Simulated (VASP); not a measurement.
# Sn (Immm) in VASP: single point with PBE

Aim: the single point of Sn with PBE.

All numbers are computed with VASP 6.6.1; they aren't measurements. Logs are shortened: lines on timing, memory, paths and dates and some standing lists are left out, and cuts for length are marked.

## Step 1: The cell of the first run

The structure is orthorhombic, space group Immm (No. 71). The conventional cell has a = 3.312 Å, b = 3.344 Å, c = 4.865 Å, α = 90.00°, β = 90.00°, γ = 90.00°. Within 4.4 Å of Sn (site symmetry mmm) lie 12 Sn at 3.31 to 3.38 Å.

## Step 2: Single point, PBE (strained)

INCAR reads:

```
PREC = Accurate
ENCUT = 520
EDIFF = 1E-7
ISMEAR = 0
SIGMA = 0.1
LREAL = False
LASPH = True
NELM = 60
ALGO = Fast
ISIF = 2
LWAVE = False
LCHARG = True
GGA = PE
LELF = True
LVHAR = True
NBANDS = 13
```

KPOINTS reads:

```
Automatic mesh
0
Gamma
  16 16 16
```

POSCAR reads:

```
Sn
1.0
   -1.6558199626      1.6719083216      2.4326707163
    1.6558199626     -1.6719083216      2.4326707163
    1.6558199626      1.6719083216     -2.4326707163
Sn
1
Direct
    0.0000000000      0.0000000000      0.0000000000
```

Potentials or basis: VASP PAW PBE potentials, release 64 (Sn_d).

Run with:

```
$ cat potpaw_PBE.64/Sn_d/POTCAR > POTCAR
$ mpirun -np 1 vasp_std > vasp.out
```

OUTCAR:

```text
PREC = Accurate
   ENCUT = 520
   EDIFF = 1E-7
   ISMEAR = 0
   LREAL = False
   LASPH = True
   NELM = 60
   ISIF = 2
   GGA = PE

 ion  position               nearest neighbor table
   1  0.000  0.000  0.000-

  LATTYP: Found a body centered orthorhombic cell.
 ALAT       =     3.3116399252
 B/A-ratio  =     1.0097162490
 C/A-ratio  =     1.4691637806

  Lattice vectors:

 A1 = (  -1.6558199626,   1.6719083216,   2.4326707163)
 A2 = (   1.6558199626,  -1.6719083216,   2.4326707163)
 A3 = (   1.6558199626,   1.6719083216,  -2.4326707163)

Analysis of symmetry for initial positions (statically):
=====================================================================
 Subroutine PRICEL returns:
 Original cell was already a primitive cell.

 Routine SETGRP: Setting up the symmetry group for a
 body centered orthorhombic supercell.

 Subroutine GETGRP returns: Found  8 space group operations
 (whereof  8 operations were pure point group operations)
 out of a pool of  8 trial point group operations.

The static configuration has the point symmetry D_2h.

Analysis of symmetry for dynamics (positions and initial velocities):
=====================================================================
 Subroutine PRICEL returns:
 Original cell was already a primitive cell.

 Routine SETGRP: Setting up the symmetry group for a
 body centered orthorhombic supercell.

 Subroutine GETGRP returns: Found  8 space group operations
 (whereof  8 operations were pure point group operations)
 out of a pool of  8 trial point group operations.

The dynamic configuration has the point symmetry D_2h.

 Subroutine INISYM returns: Found  8 space group operations
 (whereof  8 operations are pure point group operations),
 and found     1 'primitive' translations

----------------------------------------------------------------------------------------

                                     Primitive cell

  volume of cell :      26.9382

  direct lattice vectors                    reciprocal lattice vectors
    -1.655819963  1.671908322  2.432670716     0.000000000  0.299059460  0.205535421
     1.655819963 -1.671908322  2.432670716     0.301965196  0.000000000  0.205535421
     1.655819963  1.671908322 -2.432670716     0.301965196  0.299059460  0.000000000

  length of vectors
     3.384509418  3.384509418  3.384509418     0.362879277  0.365277688  0.424993577

  position of ions in fractional coordinates (direct lattice)
     0.000000000  0.000000000  0.000000000

  ion indices of the primitive-cell ions
   primitive index   ion index
                 1           1

----------------------------------------------------------------------------------------

 KPOINTS: Automatic mesh

Automatic generation of k-mesh.
 Grid dimensions read from file:
 generate k-points for:   16   16   16

 Generating k-lattice:

  Cartesian coordinates                     Fractional coordinates (reciprocal lattice)
     0.000000000  0.018691216  0.012845964     0.062500000  0.000000000 -0.000000000
     0.018872825  0.000000000  0.012845964     0.000000000  0.062500000  0.000000000
     0.018872825  0.018691216  0.000000000    -0.000000000  0.000000000  0.062500000

  Length of vectors
     0.022679955  0.022829855  0.026562099

  Shift w.r.t. Gamma in fractional coordinates (k-lattice)
     0.000000000  0.000000000  0.000000000

 Subroutine IBZKPT returns following result:
 ===========================================

 Found    621 irreducible k-points:

 Following reciprocal coordinates:
            Coordinates               Weight
  0.000000  0.000000  0.000000      1.000000
  0.062500  0.000000 -0.000000      4.000000
  0.125000  0.000000 -0.000000      4.000000
  0.187500  0.000000 -0.000000      4.000000
  0.250000  0.000000 -0.000000      4.000000
  0.312500  0.000000 -0.000000      4.000000
[... 16 lines left out ...]
 -0.187500  0.062500  0.000000      8.000000
 -0.125000  0.062500  0.000000      8.000000
 [... further k-points ...]
   k-points           NKPTS =    621   k-points in BZ     NKDIM =    621   number of bands    NBANDS=     13
   number of dos      NEDOS =    301   number of ions     NIONS =      1
   total plane-waves  NPLWV =  21952
   dimension x,y,z NGX =    28 NGY =   28 NGZ =   28
   dimension x,y,z NGXF=    56 NGYF=   56 NGZF=   56
   ions per type =               1
   NGX,Y,Z   is equivalent  to a cutoff of  13.75, 13.75, 13.75 a.u.
   NGXF,Y,Z  is equivalent  to a cutoff of  27.51, 27.51, 27.51 a.u.
 SYSTEM =  unknown system
   PREC   = accura    normal or accurate (medium, high low for compatibility)
   ISTART =      0    job   : 0-new  1-cont  2-samecut
   ICHARG =      2    charge: 1-file 2-atom 10-const
   ISPIN  =      1    spin polarized calculation?
   LNONCOLLINEAR =      F non collinear calculations
   LSORBIT =      F    spin-orbit coupling
   LASPH  =      T    aspherical Exc in radial PAW
   ENCUT  =  520.0 eV  38.22 Ry    6.18 a.u.   6.29  6.29  6.29*2*pi/ulx,y,z
   NELM   =     60;   NELMIN=  2; NELMDL= -5     # of ELM steps
   EDIFF  = 0.1E-06   stopping-criterion for ELM
   LREAL  =      F    real-space projection
   EDIFFG = 0.1E-05   stopping-criterion for IOM
   NSW    =      0    number of steps for IOM
   IBRION =     -1    ionic relax: 0-MD 1-quasi-New 2-CG
   NFREE  =      0    steps in history (QN), initial steepest desc. (CG)
   ISIF   =      2    stress and relaxation
   ISYM   =      2    0-nonsym 1-usesym 2-fastsym
   POTIM  = 0.5000    time-step for ionic-motion
   TEBEG  =    0.0;   TEEND  =   0.0 temperature during run
   PSTRESS=    0.0 pullay stress
   NELECT =      14.0000    total number of electrons
   NUPDOWN=      -1.0000    fix difference up-down
   EMIN   =  10.00;   EMAX   =-10.00  energy-range for DOS
   EFERMI =   0.00;   METHOD = LEGACY
   ISMEAR =     0;   SIGMA  =   0.10  broadening in eV -4-tet -1-fermi 0-gaus
   EFERMI_NEDOS =   21; number of points for ismear=-14 and -15
   IALGO  =     68    algorithm
   IMIX   =      4    mixing-type and parameters
     AMIX     =   0.40;   BMIX     =  1.00
     AMIX_MAG =   1.60;   BMIX_MAG =  1.00
  volume/ion in A,a.u.               =      26.94       181.79
  Fermi-wavevector in a.u.,A,eV,Ry     =   1.316218  2.487292 23.571144  1.732430
  Thomas-Fermi vector in A             =   2.446346
   LORBIT       =      0    0 simple, 1 ext, 2 COOP (PROOUT), +10 PAW based schemes
   GGA     = PE    functional components
   LHFCALC =     F    Hartree Fock is set to
   AEXX    =    0.0000 exact exchange contribution
   IVDW    =     0    specifies the selected vdW correction
   LEPSILON=     F    determine dielectric tensor
   LRPA    =     F    only Hartree local field effects (RPA)
 non-spin polarized calculation
 RMM-DIIS sequential band-by-band and
 Gauss-broadening in eV      SIGMA  =   0.10
  energy-cutoff  :      520.00
  volume of cell :       26.94
 maximum number of plane-waves:       739
 NGX is ok and might be reduce to    28
   NGX = 13   NGY = 13   NGZ = 13

 number of electron      14.0000004 magnetization

 Free energy of the ion-electron system (eV)
  ---------------------------------------------------
  ext. energy  EPLUGINS =         0.00000000
  ---------------------------------------------------
  free energy    TOTEN  =        -3.78060944 eV

  energy without entropy =       -3.77794795  energy(sigma->0) =       -3.77927870

 E-fermi :   8.3014     XC(G=0): -10.4051

 val. band max:        8.2959732682   @ k =  -0.3125  -0.3750   0.3125
 cond. band min:       8.3287983588   @ k =  -0.1875   0.3125   0.0625
 fundamental gap:      0.0328250906
 Fermi energy:         8.3014368252

 k-point     1 :       0.0000    0.0000    0.0000
  band No.  band energies     occupation
      1     -13.3325      2.00000
      2     -13.3123      2.00000
      3     -13.3063      2.00000
      4     -13.2505      2.00000
      5     -13.2248      2.00000
      6      -2.9523      2.00000
      7      15.8966      0.00000
      8      16.0564      0.00000
      9      16.1352      0.00000
     10      18.8849      0.00000
     11      20.0428      0.00000
     12      20.0761      0.00000
     13      20.3329      0.00000

 k-point     2 :       0.0625    0.0000   -0.0000
  band No.  band energies     occupation
      1     -13.3301      2.00000
      2     -13.3112      2.00000
      3     -13.3031      2.00000
      4     -13.2501      2.00000
      5     -13.2252      2.00000
      6      -2.8718      2.00000
      7      15.0112      0.00000
      8      15.8559      0.00000
      9      16.0216      0.00000
     10      18.4730      0.00000
     11      20.2896      0.00000
     12      20.5485      0.00000
     13      21.2177      0.00000

 k-point     3 :       0.1250    0.0000   -0.0000
  band No.  band energies     occupation
      1     -13.3251      2.00000
      2     -13.3081      2.00000
      3     -13.2952      2.00000
      4     -13.2472      2.00000
      5     -13.2255      2.00000
      6      -2.6300      2.00000
      7      13.1460      0.00000
      8      15.4865      0.00000
      9      15.7435      0.00000
     10      18.2018      0.00000
     11      20.7861      0.00000
     12      21.0982      0.00000
     13      21.8192      0.00000
[... 305 lines left out ...]
 k-point    23 :      -0.1875    0.0625    0.0000
  band No.  band energies     occupation
      1     -13.3187      2.00000
      2     -13.3065      2.00000
      3     -13.2858      2.00000
      4     -13.2420      2.00000
      5     -13.2245      2.00000
      6      -2.3003      2.00000
      7      11.8230      0.00000
      8      14.4460      0.00000
      9      15.3885      0.00000
     10      18.1195      0.00000
     11      20.5062      0.00000
     12      21.0854      0.00000
     13      21.7495      0.00000

 k-point    24 :      -0.1250    0.0625    0.0000
  band No.  band energies     occupation
      1     -13.3191      2.00000
      2     -13.3137      2.00000
      3     -13.2945      2.00000
      4     -13.2470      2.00000
      5     -13.2280      2.00000
      6      -2.6518      2.00000
      7      13.7966      0.00000
      8      14.9380      0.00000
      9      15.6459      0.00000
     10      17.9090      0.00000
     11      20.9841      0.00000
     12      21.3904      0.00000
     13      21.5795      0.00000

 [... further k-points ...]
[... 5 lines left out ...]
  --------------------------------------------------------------------------------------
  -------------------------------------------------------------------------------------
  Total        0.3538990      0.2989867      0.3590424      0.0000000      0.0000000      0.0000000
  in kB       21.0484914     17.7825325     21.3544039      0.0000000      0.0000000      0.0000000
  external PRESSURE =      20.0618093 kB  Pullay stress =       0.0000000 kB

 VOLUME and BASIS-vectors are now :
 -----------------------------------------------------------------------------
  energy-cutoff  :      520.00
  volume of cell :       26.94
      direct lattice vectors                 reciprocal lattice vectors
    -1.655819963  1.671908322  2.432670716     0.000000000  0.299059460  0.205535421
     1.655819963 -1.671908322  2.432670716     0.301965196  0.000000000  0.205535421
     1.655819963  1.671908322 -2.432670716     0.301965196  0.299059460  0.000000000

 POSITION                                       TOTAL-FORCE (eV/Angst)
 -----------------------------------------------------------------------------------
      0.00000      0.00000      0.00000         0.000000      0.000000      0.000000
 -----------------------------------------------------------------------------------
    total drift:                                0.000000     -0.000000      0.000000

  FREE ENERGIE OF THE ION-ELECTRON SYSTEM (eV)
  ---------------------------------------------------
  free  energy   TOTEN  =        -3.7806094384 eV

  energy  without entropy=       -3.7779479535  energy(sigma->0) =       -3.77927870
```

Run time: 2.5 min. Hardware: 1 thread of AMD EPYC 9R45 (Zen 5), shared host; peak memory 0.28 GiB.

What came out:

- Free energy: -3.7806 eV
- Pressure: 2.0 GPa
- Band gap on the k mesh: zero (band 7 reaches 15.90 eV, above the bottom of band 8 at 6.09 eV)

Levels at points of the mesh, in eV from the Fermi level:
```csv
k point,band 5,band 6,band 7,band 8,band 9,band 10
"(0.00, 0.00, 0.00)",-21.53,-11.25,7.60,7.75,7.83,10.58
"(0.50, 0.00, 0.00)",-21.46,-6.91,-4.75,5.49,6.17,9.87
"(0.00, 0.50, 0.00)",-21.45,-6.80,-4.72,5.45,6.01,9.91
"(0.50, 0.50, 0.00)",-21.43,-4.75,-3.62,1.77,2.00,5.21
"(0.50, 0.50, 0.50)",-21.44,-5.26,-3.91,2.19,2.44,5.67
```

Caveat: the cell differs from its parent crystal (strained); spin-orbit coupling is left out, which moves the levels of the heavy elements.
